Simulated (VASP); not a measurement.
# Ti12O23 (a cell with a defect) in VASP: electric field gradients with r2SCAN

Aim: the electric field gradients of Ti12O23 (a cell with a defect) with r2SCAN.

Program: VASP 6.6.1. These are calculated values, not measurements. Logs are shortened: lines on timing, memory, paths and dates and some standing lists are left out, and cuts for length are marked.

### 1 The cell of the first run

The cell holds a defect, 35 atoms: a = 6.505 Å, b = 6.505 Å, c = 8.878 Å, α = 90.00°, β = 90.00°, γ = 90.00°.

### 2 Electric field gradients, r2SCAN (atoms taken out)

POSCAR reads:

```
Ti12O23
1.0
    4.5998373239      4.5998373239      0.0000000000
   -4.5998373239      4.5998373239      0.0000000000
    0.0000000000      0.0000000000      8.8776406800
Ti O
12 23
Direct
    0.4739572004      0.0000000000     -0.0218663751
    0.4739572004      0.0000000000      0.3551997084
    0.5089381349      0.0000000000      0.6666666667
   -0.0034033851      0.5000000000      0.0010432235
   -0.0034033851      0.5000000000      0.3322901099
    0.0180345125      0.5000000000      0.6666666667
    0.0468109169      0.0000000000      0.1666666667
   -0.0147812895      0.0000000000      0.4997949811
   -0.0147812895      0.0000000000      0.8335383522
    0.4970601205      0.5000000000      0.1666666667
    0.5117155870      0.5000000000      0.5001555299
    0.5117155870      0.5000000000      0.8331778034
    0.6881894511      0.0000000000      0.4979970525
    0.6881894511      0.0000000000      0.8353362809
    0.1982814823      0.5000000000      0.1666666667
    0.1981913183      0.5000000000      0.4976192520
    0.1981913183      0.5000000000      0.8357140813
    0.5061297212      0.7026371203      0.0023364618
    0.5061297212      0.7026371203      0.3309968716
    0.5026887697      0.6970103880      0.6666666667
   -0.0072852555      0.1907770556      0.0056504451
   -0.0072852555      0.1907770556      0.3276828883
   -0.0070130104      0.1934994089      0.6666666667
    0.5061297212      0.2973628797      0.0023364618
    0.5061297212      0.2973628797      0.3309968716
    0.5026887697      0.3029896120      0.6666666667
   -0.0072852555      0.8092229444      0.0056504451
   -0.0072852555      0.8092229444      0.3276828883
   -0.0070130104      0.8065005911      0.6666666667
    0.3299781322      0.0000000000      0.1666666667
    0.2962097172      0.0000000000      0.5067795660
    0.2962097172      0.0000000000      0.8265537674
    0.8060297196      0.5000000000      0.1666666667
    0.8061508605      0.5000000000      0.4997245375
    0.8061508605      0.5000000000      0.8336087958
```

INCAR.step1 reads:

```
ALGO     = Normal         # electronic algorithm
EDIFF    = 1E-5           # SCF threshold, eV
ENCUT    = 580            # plane-wave cutoff, eV
GGA      = PE             # functional
GGA_COMPAT= F            
ISMEAR   = -1             # smearing method
KPAR     = 4            
LASPH    = T              # aspherical terms in the spheres
LCHARG   = F              # write CHGCAR
LREAL    = F              # projectors in reciprocal space
LWAVE    = T              # write WAVECAR
NBANDS   = 164            # bands
NELECT   = 280.0        
NELM     = 120            # most SCF steps
PREC     = Accurate       # precision mode
SIGMA    = 0.01           # smearing width, eV
```

INCAR.step2 reads:

```
ALGO     = Normal         # electronic algorithm
EDIFF    = 1E-7           # SCF threshold, eV
ENCUT    = 580            # plane-wave cutoff, eV
GGA_COMPAT= F            
ISIF     = 2              # what is computed and relaxed
ISMEAR   = -1             # smearing method
ISTART   = 1            
KPAR     = 4            
LASPH    = T              # aspherical terms in the spheres
LCHARG   = F              # write CHGCAR
LEFG     = T            
LMIXTAU  = T            
LREAL    = F              # projectors in reciprocal space
LWAVE    = F              # write WAVECAR
METAGGA  = R2SCAN         # meta-GGA
NBANDS   = 164            # bands
NELECT   = 280.0        
NELM     = 120            # most SCF steps
PREC     = Accurate       # precision mode
SIGMA    = 0.01           # smearing width, eV
```

KPOINTS reads:

```
k-points
0
Gamma
  3 3 2
```

Potentials or basis: VASP PAW PBE potentials, release 64 (Ti_sv, O).

On the command line:

```
$ cat potpaw_PBE.64/Ti_sv/POTCAR potpaw_PBE.64/O/POTCAR > POTCAR
$ cp INCAR.step1 INCAR
$ mpirun -np 4 vasp_std > vasp.out
$ cp INCAR.step2 INCAR
$ mpirun -np 4 vasp_std > vasp.out
```

OUTCAR:

```text
EDIFF = 1E-7
   ENCUT = 580
   ISIF = 2
   ISMEAR = -1
   ISTART = 1
   LASPH = T
   LREAL = F
   METAGGA = R2SCAN
   NELECT = 280.0
   NELM = 120
   PREC = Accurate

 ion  position               nearest neighbor table
   1  0.474  0.000  0.978-  32 1.77  14 1.88  30 1.92  18 1.96  24 1.96   3 2.77
   2  0.474  0.000  0.355-  31 1.77  13 1.88  30 1.92  19 1.96  25 1.96   3 2.77
   3  0.509  0.000  0.667-  14 1.90  13 1.90  20 1.97  26 1.97  32 1.98  31 1.98   1 2.77   2 2.77

   4  0.997  0.500  0.001-  33 1.92  35 1.94  17 1.97  15 1.97  21 2.01  27 2.01
   5  0.997  0.500  0.332-  33 1.92  34 1.94  16 1.97  15 1.97  22 2.01  28 2.01
   6  0.018  0.500  0.667-  17 1.90  16 1.90  23 2.00  29 2.00  35 2.02  34 2.02
   7  0.047  0.000  0.167-  30 1.84  28 1.93  22 1.93  21 1.93  27 1.93
   8  0.985  0.000  0.500-  13 1.93  23 1.94  29 1.94  28 1.97  22 1.97  31 2.02
   9  0.985  0.000  0.834-  14 1.93  23 1.94  29 1.94  27 1.97  21 1.97  32 2.02
  10  0.497  0.500  0.167-  15 1.94  19 1.97  25 1.97  24 1.97  18 1.97  33 2.01
  11  0.512  0.500  0.500-  34 1.92  26 1.96  20 1.96  19 2.00  25 2.00  16 2.04
  12  0.512  0.500  0.833-  35 1.92  26 1.96  20 1.96  18 2.00  24 2.00  17 2.04
  13  0.688  0.000  0.498-   2 1.88   3 1.90   8 1.93
  14  0.688  0.000  0.835-   1 1.88   3 1.90   9 1.93
  15  0.198  0.500  0.167-  10 1.94   5 1.97   4 1.97
  16  0.198  0.500  0.498-   6 1.90   5 1.97  11 2.04
  17  0.198  0.500  0.836-   6 1.90   4 1.97  12 2.04
  18  0.506  0.703  0.002-   1 1.96  10 1.97  12 2.00
[... 15 lines left out ...]
  34  0.806  0.500  0.500-  11 1.92   5 1.94   6 2.02
  35  0.806  0.500  0.834-  12 1.92   4 1.94   6 2.02

  LATTYP: Found a simple tetragonal cell.
 ALAT       =     6.5051523282
 C/A-ratio  =     1.3647091155

  Lattice vectors:

 A1 = (   4.5998373239,   4.5998373239,   0.0000000000)
 A2 = (  -4.5998373239,   4.5998373239,   0.0000000000)
 A3 = (   0.0000000000,   0.0000000000,   8.8776406800)

Analysis of symmetry for initial positions (statically):
=====================================================================
 Subroutine PRICEL returns:
 Original cell was already a primitive cell.

 Routine SETGRP: Setting up the symmetry group for a
 simple tetragonal supercell.

 Subroutine GETGRP returns: Found  4 space group operations
 (whereof  2 operations were pure point group operations)
 out of a pool of 16 trial point group operations.

[... 1463 lines left out ...]
  FORCE on cell =-STRESS in cart. coord.  units (eV):
  Direction    XX          YY          ZZ          XY          YZ          ZX
  --------------------------------------------------------------------------------------
  -------------------------------------------------------------------------------------
  Total      -21.4258207    -21.4258207    -10.5679998      9.4862894     -0.0000000      0.0000000
  in kB      -91.3767155    -91.3767155    -45.0703440     40.4570721     -0.0000000      0.0000000
  external PRESSURE =     -75.9412584 kB  Pullay stress =       0.0000000 kB

 VOLUME and BASIS-vectors are now :
 -----------------------------------------------------------------------------
  energy-cutoff  :      580.00
  volume of cell :      375.68
      direct lattice vectors                 reciprocal lattice vectors
     4.599837324  4.599837324  0.000000000     0.108699496  0.108699496  0.000000000
    -4.599837324  4.599837324  0.000000000    -0.108699496  0.108699496  0.000000000
     0.000000000  0.000000000  8.877640680     0.000000000  0.000000000  0.112642541

 POSITION                                       TOTAL-FORCE (eV/Angst)
 -----------------------------------------------------------------------------------
      2.18013      2.18013      8.68352         0.056006      0.056006      0.120949
      2.18013      2.18013      3.15334         0.056006      0.056006     -0.120949
      2.34103      2.34103      5.91843        -0.063247     -0.063247     -0.000000
      2.28426      6.88410      0.00926         0.008988      0.008988     -0.010237
      2.28426      6.88410      2.94995         0.008988      0.008988      0.010237
     -2.21696      2.38287      5.91843        -0.079586     -0.079586     -0.000000
[... 27 lines left out ...]
      1.40824      6.00808      4.43637         0.051731      0.051731     -0.021374
      1.40824      6.00808      7.40048         0.051731      0.051731      0.021374
 -----------------------------------------------------------------------------------
    total drift:                                0.019812      0.019812     -0.000052

  FREE ENERGIE OF THE ION-ELECTRON SYSTEM (eV)
  ---------------------------------------------------
  free  energy   TOTEN  =      -420.8127684831 eV

  energy  without entropy=     -420.8127684831  energy(sigma->0) =     -420.81276848

 Electric field gradients (V/A^2)
---------------------------------------------------------------------
 ion       V_xx      V_yy      V_zz      V_xy      V_xz      V_yz
---------------------------------------------------------------------
   1       9.827     9.827   -19.654    40.921    42.117    42.117
   2       9.826     9.826   -19.653    40.921   -42.117   -42.117
   3       8.650     8.650   -17.300     2.436     0.000     0.000
   4      15.510    15.510   -31.020   -15.282     2.740     2.740
   5      15.509    15.509   -31.018   -15.282    -2.740    -2.740
   6      15.206    15.206   -30.412    -4.831     0.000     0.000
[... 27 lines left out ...]
  34      -1.112    -1.112     2.225    20.532     2.485     2.485
  35      -1.111    -1.111     2.222    20.532    -2.485    -2.485
---------------------------------------------------------------------

 Electric field gradients after diagonalization (V/A^2)
 (convention: |V_zz| > |V_xx| > |V_yy|)
----------------------------------------------------------------------
 ion       V_xx      V_yy      V_zz     asymmetry (V_yy - V_xx)/ V_zz
----------------------------------------------------------------------
   1     -53.640   -31.094    84.734       0.266
   2     -53.639   -31.095    84.734       0.266
   3      11.086     6.213   -17.300       0.282
   4      30.792     0.701   -31.493       0.955
   5      30.791     0.700   -31.492       0.956
   6      20.037    10.375   -30.412       0.318
[... 27 lines left out ...]
  34      20.111     1.534   -21.645       0.858
  35      20.112     1.531   -21.643       0.859
----------------------------------------------------------------------

           NMR quadrupolar parameters

 Cq : quadrupolar parameter    Cq=e*Q*V_zz/h
 eta: asymmetry parameters     (V_yy - V_xx)/ V_zz
 Q  : nuclear electric quadrupole moment in mb (millibarn)
----------------------------------------------------------------------
 ion       Cq(MHz)       eta       Q (mb)
----------------------------------------------------------------------
   1       0.205       0.266       1.000
   2       0.205       0.266       1.000
   3      -0.042       0.282       1.000
   4      -0.076       0.955       1.000
   5      -0.076       0.956       1.000
   6      -0.074       0.318       1.000
[... 27 lines left out ...]
  34      -0.052       0.858       1.000
  35      -0.052       0.859       1.000
----------------------------------------------------------------------
```

It took 19 min on 4 MPI ranks of AMD EPYC 7R43 (Zen 3), shared host; peak memory 0.72 GiB.

What came out:

```yaml
Free_energy: -420.8128 eV
Largest_force: 0.145 eV/Å
Largest_electric_field_gradient_by_atom: Ti +84.7, -17.3, -31.5, -30.4, +78.2, -33.7, -7.4, +13.7 (each value once); O -31.3, -19.5, +20.8, -30.8, -28.8, -17.4, -21.4, -41.5, -32.3, +24.6, -21.6 (each value once) V/Å²
```

Forces in eV/Å, atoms in the order of the input:
```
Ti   0.056  0.056  0.121
Ti   0.056  0.056 -0.121
Ti  -0.063 -0.063  0.000
Ti   0.009  0.009 -0.010
Ti   0.009  0.009  0.010
Ti  -0.080 -0.080  0.000
Ti  -0.059 -0.059  0.000
Ti   0.017  0.017  0.036
Ti   0.017  0.017 -0.036
Ti   0.029  0.029  0.000
Ti  -0.030 -0.030  0.003
Ti  -0.030 -0.030 -0.003
O   -0.013 -0.013  0.027
O   -0.013 -0.013 -0.027
O   -0.026 -0.026  0.000
O    0.010  0.010  0.005
O    0.010  0.010 -0.005
O   -0.001 -0.027 -0.024
O   -0.001 -0.027  0.024
O    0.016  0.002  0.000
O    0.044  0.014 -0.001
O    0.044  0.014  0.001
O    0.003 -0.019  0.000
O   -0.027 -0.001 -0.024
O   -0.027 -0.001  0.024
O    0.002  0.016  0.000
O    0.014  0.044 -0.001
O    0.014  0.044  0.001
O   -0.019  0.003  0.000
O    0.005  0.005  0.000
O   -0.022 -0.022  0.027
O   -0.022 -0.022 -0.027
O   -0.026 -0.026  0.000
O    0.052  0.052 -0.021
O    0.052  0.052  0.021
```

Levels at points of the mesh, in eV from the Fermi level:
| k point | band 136 | band 137 | band 138 | band 139 | band 140 | band 141 | band 142 | band 143 | band 144 | band 145 |
| --- | --- | --- | --- | --- | --- | --- | --- | --- | --- | --- |
| (0.00, 0.00, 0.00) | -1.17 | -0.99 | -0.83 | -0.80 | -0.33 | 1.84 | 2.09 | 2.16 | 2.40 | 2.44 |
| (0.00, 0.00, 0.50) | -1.20 | -1.01 | -1.01 | -0.56 | -0.45 | 1.73 | 2.35 | 2.42 | 2.43 | 2.47 |

Electric field gradients, principal values (V/Å²):
| atom | least | middle | greatest (by size) |
| --- | --- | --- | --- |
| 1 Ti | -31.094 | -53.640 | 84.734 |
| 2 Ti | -31.095 | -53.639 | 84.734 |
| 3 Ti | 6.213 | 11.086 | -17.300 |
| 4 Ti | 0.701 | 30.792 | -31.493 |
| 5 Ti | 0.700 | 30.791 | -31.492 |
| 6 Ti | 10.375 | 20.037 | -30.412 |
| 7 Ti | -25.610 | -52.615 | 78.226 |
| 8 Ti | 8.408 | 25.253 | -33.661 |
| 9 Ti | 8.407 | 25.252 | -33.659 |
| 10 Ti | 2.644 | 4.719 | -7.363 |
| 11 Ti | -4.546 | -9.201 | 13.747 |
| 12 Ti | -4.546 | -9.200 | 13.746 |
| 13 O | 4.254 | 27.089 | -31.344 |
| 14 O | 4.256 | 27.088 | -31.345 |
| 15 O | 1.308 | 18.192 | -19.501 |
| 16 O | -4.274 | -16.510 | 20.784 |
| 17 O | -4.271 | -16.511 | 20.782 |
| 18 O | 2.379 | 28.425 | -30.804 |
| 19 O | 2.378 | 28.425 | -30.804 |
| 20 O | 3.072 | 25.691 | -28.763 |
| 21 O | 0.693 | 16.678 | -17.371 |
| 22 O | 0.693 | 16.678 | -17.371 |
| 23 O | 0.370 | 21.043 | -21.412 |
| 24 O | 2.379 | 28.425 | -30.804 |
| 25 O | 2.378 | 28.425 | -30.804 |
| 26 O | 3.072 | 25.691 | -28.763 |
| 27 O | 0.693 | 16.678 | -17.371 |
| 28 O | 0.693 | 16.678 | -17.371 |
| 29 O | 0.370 | 21.043 | -21.412 |
| 30 O | 1.573 | 39.948 | -41.521 |
| 31 O | 7.524 | 24.811 | -32.335 |
| 32 O | 7.520 | 24.813 | -32.333 |
| 33 O | -2.167 | -22.426 | 24.593 |
| 34 O | 1.534 | 20.111 | -21.645 |
| 35 O | 1.531 | 20.112 | -21.643 |

Caveat: the cell carries a net charge on a neutralising background, which shifts energy and pressure; the cell differs from its parent crystal (atoms taken out); the cell is charged against a uniform background, so pressure and absolute levels hang on convention; without QUAD_EFG the Cq values of the log hold for a quadrupole moment of 1 mb, not for the nuclei; the PAW data sets were made with another functional, which shifts forces and pressure a little.
